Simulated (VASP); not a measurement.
Input of a VASP 6.6.1 run:

The input INCAR:

```
  ALGO = Fast
  EDIFF = 1E-6
  ENCUT = 520
  GGA = PE
  ISIF = 2
  ISMEAR = 0
  LASPH = T
  LCHARG = F
  LREAL = F
  LWAVE = F
  NBANDS = 29
  NELM = 60
  PREC = Accurate
  SIGMA = 0.1
```

KPOINTS

```
k-points
0
Gamma
  12 12 6
```

Contents of POSCAR:

```
MgSnO4
1.0
    3.6267859543      0.0000000000      0.0000000000
   -1.8133929772      3.1408887705      0.0000000000
    0.0000000000      0.0000000000      5.9015029598
Mg Sn O
1 1 4
Direct
    0.0000000000      0.0000000000      0.5000000000
    0.0000000000      0.0000000000      0.0000000000
    0.6666666667      0.3333333333      0.2569920703
    0.3333333333      0.6666666667      0.7430079297
    0.3333333333      0.6666666667      0.2569920703
    0.6666666667      0.3333333333      0.7430079297
```

Potentials or basis: VASP PAW PBE potentials, release 64 (Mg, Sn_d, O).

Command:

```bash
$ cat potpaw_PBE.64/Mg/POTCAR potpaw_PBE.64/Sn_d/POTCAR potpaw_PBE.64/O/POTCAR > POTCAR
$ mpirun -np 1 vasp_std > vasp.out
```

**Question.** Estimate the band gap on the k mesh.

**Answer.** Zero (bands 20 and 21 overlap by 1.41 eV).

**Question.** What does it give for the pressure?

**Answer.** -0.3 GPa.

Forces in eV/Å, atoms in the order of the input:
```
Mg   0.000  0.000  0.000
Sn   0.000  0.000  0.000
O    0.000  0.000  0.018
O    0.000  0.000 -0.018
O    0.000  0.000  0.018
O    0.000  0.000 -0.018
```

Caveat: spin-orbit coupling is left out, which moves the levels of the heavy elements.
